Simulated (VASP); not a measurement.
# Si16H5Cl in VASP: notebook, part 2 of 2

VASP 6.6.1. The steps go on from the part before.

### 3 Single point, PBE

INCAR reads:

```
SYSTEM = Si16H5Cl
PREC = Accurate
ENCUT = 520
EDIFF = 1E-7
ISMEAR = 0
SIGMA = 0.02
LREAL = Auto
LASPH = .TRUE.
NELM = 100
ALGO = Normal
ISIF = 2
LWAVE = .FALSE.
LCHARG = .TRUE.
GGA = PE
LELF = .TRUE.
LVHAR = .TRUE.
NBANDS = 55
```

KPOINTS reads:

```
regular mesh
0
G
  2 2 1
  0 0 0
```

POSCAR reads:

```
Si16H5Cl
1.0
    7.6791800000      0.0000000000      0.0000000000
    3.8395900000      6.6503650000      0.0000000000
    0.0000000000      0.0000000000     17.4187650000
H Si Cl
5 16 1
Direct
    0.1666666792      0.1666666416      0.0574093514
    0.6666666792      0.1666666416      0.0574093514
    0.1666666416      0.6666667168      0.0574093514
    0.6666666416      0.6666667168      0.0574093514
   -0.1470025924      0.1259533875      0.4388801962
    0.1666666792      0.1666666416      0.1435233784
    0.6666666792      0.1666666416      0.1435233784
    0.1666666416      0.6666667168      0.1435233784
    0.6666666416      0.6666667168      0.1435233784
   -0.1662571819      0.3350229649      0.1801147785
    0.3340179714      0.3332394538      0.1890024924
   -0.1671772113      0.8326451255      0.1883926903
    0.3331725112      0.8289339006      0.1951699216
   -0.1575301576      0.3485727475      0.3120224654
    0.3489457128      0.3082324053      0.3266815988
   -0.1912951152      0.8493900711      0.3233817093
    0.3218647948      0.8552077969      0.3391210571
   -0.0368192304      0.0296749126      0.3650348920
    0.5042476806     -0.0029960762      0.3968325539
    0.0084991496      0.5116498117      0.3631231032
    0.4996009042      0.5047850757      0.3404014004
   -0.0060170527      0.4933297646      0.4832224902
```

Potentials or basis: VASP PAW PBE potentials, release 64 (H, Si, Cl).

Command:

```sh
$ cat potpaw_PBE.64/H/POTCAR potpaw_PBE.64/Si/POTCAR potpaw_PBE.64/Cl/POTCAR > POTCAR
$ mpirun -np 1 vasp_std > vasp.out
```

OUTCAR:

```text
SYSTEM = Si16H5Cl
   PREC = Accurate
   ENCUT = 520
   EDIFF = 1E-7
   ISMEAR = 0
   LREAL = Auto
   LASPH = .TRUE.
   NELM = 100
   ISIF = 2
   GGA = PE

 ion  position               nearest neighbor table
   1  0.167  0.167  0.057-   6 1.50
   2  0.667  0.167  0.057-   7 1.50
   3  0.167  0.667  0.057-   8 1.50
   4  0.667  0.667  0.057-   9 1.50
   5  0.853  0.126  0.439-  18 1.51
   6  0.167  0.167  0.144-   1 1.50  10 2.30  11 2.36  13 2.42
   7  0.667  0.167  0.144-   2 1.50  10 2.32  11 2.35  12 2.35
   8  0.167  0.667  0.144-   3 1.50  12 2.35  11 2.35  13 2.36
   9  0.667  0.667  0.144-   4 1.50  10 2.30  12 2.34  13 2.39
  10  0.834  0.335  0.180-   9 2.30  14 2.30   6 2.30   7 2.32
  11  0.334  0.333  0.189-   7 2.35   8 2.35   6 2.36  15 2.40
  12  0.833  0.833  0.188-   9 2.34   8 2.35   7 2.35  16 2.36
  13  0.333  0.829  0.195-   8 2.36   9 2.39   6 2.42  17 2.51
  14  0.842  0.349  0.312-  10 2.30  18 2.33  21 2.34  20 2.36
  15  0.349  0.308  0.327-  21 2.33  20 2.37  19 2.40  11 2.40
  16  0.809  0.849  0.323-  18 2.34  12 2.36  20 2.36  19 2.40
  17  0.322  0.855  0.339-  21 2.33  19 2.38  18 2.43  13 2.51
  18  0.963  0.030  0.365-   5 1.51  14 2.33  16 2.34  17 2.43
  19  0.504  0.997  0.397-  17 2.38  16 2.40  15 2.40
  20  0.008  0.512  0.363-  22 2.10  16 2.36  14 2.36  15 2.37
  21  0.500  0.505  0.340-  15 2.33  17 2.33  14 2.34
  22  0.994  0.493  0.483-  20 2.10

  LATTYP: Found a hexagonal cell.
 ALAT       =     7.6791800344
 C/A-ratio  =     2.2683105386

  Lattice vectors:

 A1 = (  -3.8395900000,  -6.6503650000,   0.0000000000)
 A2 = (   7.6791800000,   0.0000000000,   0.0000000000)
 A3 = (   0.0000000000,   0.0000000000,  17.4187650000)

Analysis of symmetry for initial positions (statically):
=====================================================================
 Subroutine PRICEL returns:
 Original cell was already a primitive cell.

 Routine SETGRP: Setting up the symmetry group for a
 hexagonal supercell.

 Subroutine GETGRP returns: Found  1 space group operations
 (whereof  1 operations were pure point group operations)
 out of a pool of 24 trial point group operations.

The static configuration has the point symmetry C_1 .

Analysis of symmetry for dynamics (positions and initial velocities):
=====================================================================
 Subroutine PRICEL returns:
 Original cell was already a primitive cell.

 Routine SETGRP: Setting up the symmetry group for a
 hexagonal supercell.

 Subroutine GETGRP returns: Found  1 space group operations
 (whereof  1 operations were pure point group operations)
 out of a pool of 24 trial point group operations.

The dynamic configuration has the point symmetry C_1 .

 Subroutine INISYM returns: Found  1 space group operations
 (whereof  1 operations are pure point group operations),
 and found     1 'primitive' translations

----------------------------------------------------------------------------------------

                                     Primitive cell

  volume of cell :     889.5650

  direct lattice vectors                    reciprocal lattice vectors
     7.679180000  0.000000000  0.000000000     0.130222237 -0.075183843  0.000000000
     3.839590000  6.650365000  0.000000000     0.000000000  0.150367687  0.000000000
     0.000000000  0.000000000 17.418765000     0.000000000  0.000000000  0.057409351
[... 84 lines left out ...]
  0.000000  0.500000  0.000000      1.000000
   k-points           NKPTS =      4   k-points in BZ     NKDIM =      4   number of bands    NBANDS=     55
   number of dos      NEDOS =    301   number of ions     NIONS =     22
   total plane-waves  NPLWV = 504000
   dimension x,y,z NGX =    60 NGY =   60 NGZ =  140
   dimension x,y,z NGXF=   120 NGYF=  120 NGZF=  280
   ions per type =               5  16   1
   NGX,Y,Z   is equivalent  to a cutoff of  12.99, 12.99, 13.36 a.u.
   NGXF,Y,Z  is equivalent  to a cutoff of  25.98, 25.98, 26.72 a.u.
 SYSTEM =  Si16H5Cl
   PREC   = accura    normal or accurate (medium, high low for compatibility)
   ISTART =      0    job   : 0-new  1-cont  2-samecut
   ICHARG =      2    charge: 1-file 2-atom 10-const
   ISPIN  =      1    spin polarized calculation?
   LNONCOLLINEAR =      F non collinear calculations
   LSORBIT =      F    spin-orbit coupling
   LASPH  =      T    aspherical Exc in radial PAW
   ENCUT  =  520.0 eV  38.22 Ry    6.18 a.u.  14.28 14.28 32.39*2*pi/ulx,y,z
   NELM   =    100;   NELMIN=  2; NELMDL= -5     # of ELM steps
   EDIFF  = 0.1E-06   stopping-criterion for ELM
   LREAL  =      T    real-space projection
   EDIFFG = 0.1E-05   stopping-criterion for IOM
   NSW    =      0    number of steps for IOM
   IBRION =     -1    ionic relax: 0-MD 1-quasi-New 2-CG
   NFREE  =      0    steps in history (QN), initial steepest desc. (CG)
   ISIF   =      2    stress and relaxation
   ISYM   =      2    0-nonsym 1-usesym 2-fastsym
   POTIM  = 0.5000    time-step for ionic-motion
   TEBEG  =    0.0;   TEEND  =   0.0 temperature during run
   PSTRESS=    0.0 pullay stress
   NELECT =      76.0000    total number of electrons
   NUPDOWN=      -1.0000    fix difference up-down
   EMIN   =  10.00;   EMAX   =-10.00  energy-range for DOS
   EFERMI =   0.00;   METHOD = LEGACY
   ISMEAR =     0;   SIGMA  =   0.02  broadening in eV -4-tet -1-fermi 0-gaus
   EFERMI_NEDOS =   21; number of points for ismear=-14 and -15
   IALGO  =     38    algorithm
   IMIX   =      4    mixing-type and parameters
     AMIX     =   0.40;   BMIX     =  1.00
     AMIX_MAG =   1.60;   BMIX_MAG =  1.00
  volume/ion in A,a.u.               =      40.43       272.87
  Fermi-wavevector in a.u.,A,eV,Ry     =   0.721030  1.362550  7.073459  0.519885
  Thomas-Fermi vector in A             =   1.810634
   LORBIT       =      0    0 simple, 1 ext, 2 COOP (PROOUT), +10 PAW based schemes
   GGA     = PE    functional components
   LHFCALC =     F    Hartree Fock is set to
   AEXX    =    0.0000 exact exchange contribution
   IVDW    =     0    specifies the selected vdW correction
   LEPSILON=     F    determine dielectric tensor
   LRPA    =     F    only Hartree local field effects (RPA)
 non-spin polarized calculation
 Gauss-broadening in eV      SIGMA  =   0.02
  energy-cutoff  :      520.00
  volume of cell :      889.57
 maximum number of plane-waves:     23990
 NGX is ok and might be reduce to    60
   NGX = 29   NGY = 29   NGZ = 65

 number of electron      76.0000004 magnetization

 Free energy of the ion-electron system (eV)
  ---------------------------------------------------
  ext. energy  EPLUGINS =         0.00000000
  ---------------------------------------------------
  free energy    TOTEN  =      -102.74385158 eV

  energy without entropy =     -102.74385158  energy(sigma->0) =     -102.74385158

 E-fermi :  -0.8542     XC(G=0):  -4.6268

 val. band max:       -0.9610758317   @ k =   0.0000   0.0000   0.0000
 cond. band min:      -0.6230571171   @ k =   0.0000   0.0000   0.0000
 fundamental gap:      0.3380187146
 Fermi energy:        -0.8541655622

 k-point     1 :       0.0000    0.0000    0.0000
  band No.  band energies     occupation
      1     -16.5425      2.00000
      2     -12.2204      2.00000
      3     -11.0376      2.00000
      4     -10.1209      2.00000
      5      -9.9940      2.00000
      6      -9.9113      2.00000
[... 201 lines left out ...]
     49       2.7822      0.00000
     50       3.0689      0.00000
 [bands above 50 left out]

------------------------ aborting loop because EDIFF is reached ----------------------------------------

  FORCE on cell =-STRESS in cart. coord.  units (eV):
  Direction    XX          YY          ZZ          XY          YZ          ZX
  --------------------------------------------------------------------------------------
  -------------------------------------------------------------------------------------
  Total        2.8932535      2.2770891      0.1348042      1.6435014     -0.6601510      0.8199354
  in kB        5.2109797      4.1012186      0.2427931      2.9600768     -1.1889845      1.4767689
  external PRESSURE =       3.1849971 kB  Pullay stress =       0.0000000 kB

 VOLUME and BASIS-vectors are now :
 -----------------------------------------------------------------------------
  energy-cutoff  :      520.00
  volume of cell :      889.57
      direct lattice vectors                 reciprocal lattice vectors
     7.679180000  0.000000000  0.000000000     0.130222237 -0.075183843  0.000000000
     3.839590000  6.650365000  0.000000000     0.000000000  0.150367687  0.000000000
     0.000000000  0.000000000 17.418765000     0.000000000  0.000000000  0.057409351

 POSITION                                       TOTAL-FORCE (eV/Angst)
 -----------------------------------------------------------------------------------
      1.91979      1.10839      1.00000         0.136562     -0.208626     -0.078524
      5.75938      1.10839      1.00000        -0.046114     -0.005112     -0.072654
      3.83959      4.43358      1.00000         0.079277      0.009501     -0.049253
      7.67918      4.43358      1.00000        -0.141244      0.196518     -0.078508
      7.03393      0.83764      7.64475         0.449941     -0.596583      0.361821
      1.91979      1.10839      2.50000         0.304002     -0.360917      0.153862
[... 14 lines left out ...]
      5.77469      3.35700      5.92937        -0.150236      0.296014     -0.346726
      9.52716      3.28082      8.41714        -0.009480      0.022316     -0.048332
 -----------------------------------------------------------------------------------
    total drift:                               -0.004493     -0.000651     -0.006602

  FREE ENERGIE OF THE ION-ELECTRON SYSTEM (eV)
  ---------------------------------------------------
  free  energy   TOTEN  =      -102.7438515843 eV

  energy  without entropy=     -102.7438515843  energy(sigma->0) =     -102.74385158
```

It took 7.9 min on 1 thread of Intel Xeon Platinum 8488C (Sapphire Rapids), shared host; peak memory 0.97 GiB.

What came out:

- Free energy: -102.7439 eV
- Largest force: 0.830 eV/Å
- Band gap on the k mesh: 0.34 eV

Forces in eV/Å, atoms in the order of the input:
```
H    0.137 -0.209 -0.079
H   -0.046 -0.005 -0.073
H    0.079  0.010 -0.049
H   -0.141  0.197 -0.079
H    0.450 -0.597  0.362
Si   0.304 -0.361  0.154
Si  -0.208 -0.154 -0.083
Si  -0.042  0.022  0.442
Si  -0.104  0.407 -0.045
Si  -0.008 -0.006  0.051
Si   0.002  0.005 -0.016
Si   0.004  0.006 -0.019
Si   0.021  0.009 -0.062
Si  -0.153  0.025  0.093
Si  -0.056  0.103 -0.007
Si   0.001 -0.002 -0.027
Si  -0.020  0.202 -0.108
Si   0.009 -0.054  0.001
Si   0.036  0.067 -0.081
Si  -0.106  0.016  0.019
Si  -0.150  0.296 -0.347
Cl  -0.009  0.022 -0.048
```

Levels at points of the mesh, in eV from the valence-band top:
```tsv
k point	band 36	band 37	band 38	band 39	band 40	band 41
(0.00, 0.00, 0.00)	-0.37	-0.03	0.00	0.34	1.26	1.33
(0.50, 0.00, 0.00)	-0.78	-0.67	-0.16	0.55	1.65	2.12
(0.50, 0.50, 0.00)	-0.83	-0.58	-0.09	0.61	1.84	1.99
(0.00, 0.50, 0.00)	-0.79	-0.59	-0.12	0.67	1.83	2.07
```

Caveat: the k points lie up to 0.47 Å⁻¹ apart; there is no dipole correction, which matters where the two faces differ.

### 4 Single point, PBE

INCAR reads:

```
SYSTEM = Si16H5Cl
PREC = Accurate
ENCUT = 520
EDIFF = 1E-6
ISMEAR = 0
SIGMA = 0.02
LREAL = Auto
LASPH = .True.
NELM = 80
ALGO = Normal
ISIF = 2
LWAVE = .False.
LCHARG = .False.
GGA = PE
NBANDS = 55
```

KPOINTS reads:

```
regular mesh
0
Gamma
  2 2 1
  0 0 0
```

POSCAR reads:

```
Si16H5Cl
1.0
    7.6791800000      0.0000000000      0.0000000000
    3.8395900000      6.6503650000      0.0000000000
    0.0000000000      0.0000000000     17.4187650000
H Si Cl
5 16 1
Direct
    0.1666666792      0.1666666416      0.0574093514
    0.6666666792      0.1666666416      0.0574093514
    0.1666667168      0.6666665664      0.0574093514
    0.6666667168      0.6666665664      0.0574093514
   -0.0133554456      0.0094718109      0.4525444829
    0.1666666792      0.1666666416      0.1435233784
    0.6666666792      0.1666666416      0.1435233784
    0.1666667168      0.6666665664      0.1435233784
    0.6666667168      0.6666665664      0.1435233784
   -0.1663266622      0.3330781092      0.1851818427
    0.3341039179      0.3348646277      0.1891769020
   -0.1674357151      0.8334238797      0.1884647390
    0.3332457154      0.8324016802      0.1883912551
   -0.1733420480      0.3303932942      0.3202206356
    0.3266078277      0.3085932877      0.3274758572
   -0.1921898477      0.8438678178      0.3236309233
    0.3262242197      0.8494267608      0.3258834940
   -0.0117020747     -0.0020337230      0.3664943525
    0.4971371565     -0.0069647305      0.3917761104
   -0.0149845123      0.5071947179      0.3643214085
    0.4777447225      0.5033009466      0.3337644776
   -0.0184297566      0.5012911321      0.4848877633
```

Potentials or basis: VASP PAW PBE potentials, release 64 (H, Si, Cl).

Command:

```sh
$ cat potpaw_PBE.64/H/POTCAR potpaw_PBE.64/Si/POTCAR potpaw_PBE.64/Cl/POTCAR > POTCAR
$ mpirun -np 1 vasp_std > vasp.out
```

OUTCAR:

```text
SYSTEM = Si16H5Cl
   PREC = Accurate
   ENCUT = 520
   EDIFF = 1E-6
   ISMEAR = 0
   LREAL = Auto
   LASPH = .True.
   NELM = 80
   ISIF = 2
   GGA = PE

 ion  position               nearest neighbor table
   1  0.167  0.167  0.057-   6 1.50
   2  0.667  0.167  0.057-   7 1.50
   3  0.167  0.667  0.057-   8 1.50
   4  0.667  0.667  0.057-   9 1.50
   5  0.987  0.009  0.453-  18 1.50
   6  0.167  0.167  0.144-   1 1.50  10 2.33  13 2.36  11 2.37
   7  0.667  0.167  0.144-   2 1.50  10 2.33  11 2.35  12 2.35
   8  0.167  0.667  0.144-   3 1.50  13 2.34  11 2.35  12 2.36
   9  0.667  0.667  0.144-   4 1.50  10 2.33  12 2.35  13 2.35
[... 445 lines left out ...]
  in kB        7.1299020      7.6631195      0.1350674     -0.3584410     -0.0524458      0.0688939
  external PRESSURE =       4.9760296 kB  Pullay stress =       0.0000000 kB

 VOLUME and BASIS-vectors are now :
 -----------------------------------------------------------------------------
  energy-cutoff  :      520.00
  volume of cell :      889.57
      direct lattice vectors                 reciprocal lattice vectors
     7.679180000  0.000000000  0.000000000     0.130222237 -0.075183843  0.000000000
     3.839590000  6.650365000  0.000000000     0.000000000  0.150367687  0.000000000
     0.000000000  0.000000000 17.418765000     0.000000000  0.000000000  0.057409351

 POSITION                                       TOTAL-FORCE (eV/Angst)
 -----------------------------------------------------------------------------------
      1.91979      1.10839      1.00000         0.074176     -0.008739     -0.070161
      5.75938      1.10839      1.00000        -0.055651      0.023745     -0.055592
      3.83959      4.43358      1.00000        -0.008211     -0.024087     -0.067679
      7.67918      4.43358      1.00000        -0.041455      0.008870     -0.054375
      7.61299      0.06299      7.88277        -0.001501     -0.001637     -0.013968
      1.91979      1.10839      2.50000         0.174150     -0.069145      0.048659
[... 14 lines left out ...]
      5.60116      3.34713      5.81377        -0.000687     -0.007636     -0.003457
      9.46241      3.33377      8.44615        -0.001267      0.000713     -0.039834
 -----------------------------------------------------------------------------------
    total drift:                               -0.000583     -0.002426     -0.009297

  FREE ENERGIE OF THE ION-ELECTRON SYSTEM (eV)
  ---------------------------------------------------
  free  energy   TOTEN  =      -103.2523897059 eV

  energy  without entropy=     -103.2523897059  energy(sigma->0) =     -103.25238971
```

stdout:

```text
POSCAR found type information on POSCAR H SiCl
 POSCAR found :  3 types and      22 ions
 scaLAPACK will be used
 LDA part: xc-table for (Slater+PW92), standard interpolation
 POSCAR, INCAR and KPOINTS ok, starting setup
 FFT: planning ... GRIDC
 FFT: planning ... GRID_SOFT
 FFT: planning ... GRID
 WAVECAR not read
 entering main loop
```

Wall time 8.6 min (1 thread of Intel Xeon Platinum 8488C (Sapphire Rapids), shared host); peak memory 0.97 GiB.

What came out:

```yaml
Free_energy: -103.2524 eV
Largest_force: 0.227 eV/Å
Band_gap_on_the_k_mesh: 0.29 eV
```

Forces in eV/Å, atoms in the order of the input:
```
H    0.074 -0.009 -0.070
H   -0.056  0.024 -0.056
H   -0.008 -0.024 -0.068
H   -0.041  0.009 -0.054
H   -0.002 -0.002 -0.014
Si   0.174 -0.069  0.049
Si  -0.050 -0.133  0.005
Si  -0.101  0.102  0.176
Si   0.003  0.106  0.031
Si   0.002 -0.002  0.006
Si   0.002  0.001  0.003
Si  -0.001 -0.001 -0.002
Si   0.009  0.006 -0.002
Si   0.006  0.008 -0.007
Si  -0.004  0.005  0.013
Si  -0.003 -0.002  0.005
Si  -0.005 -0.009 -0.020
Si   0.004  0.003  0.015
Si   0.003  0.001 -0.005
Si  -0.003 -0.006  0.036
Si  -0.001 -0.008 -0.003
Cl  -0.001  0.001 -0.040
```

Caveat: the k points lie up to 0.47 Å⁻¹ apart; there is no dipole correction, which matters where the two faces differ.

### 5 Overview

| cell | gap on the mesh (eV) | largest force (eV/Å) |
| --- | --- | --- |
| as given, atomic positions A | 0.26 | 1.32 |
| as given, atomic positions B | 0.34 | 0.83 |
| as given, atomic positions C | 0.29 | 0.23 |

Alike in all rows: task single point; level PBE; potentials or basis VASP PAW PBE potentials, release 64 (H, Si, Cl); no spin polarisation; k mesh 2 × 2 × 1; cutoff (eV) 520; smearing gaussian 0.02 eV.

Caveats: all runs use coarse meshes; there is no dipole correction, which matters where the two faces differ.

Absolute energies hang on the potentials; compare differences alone.
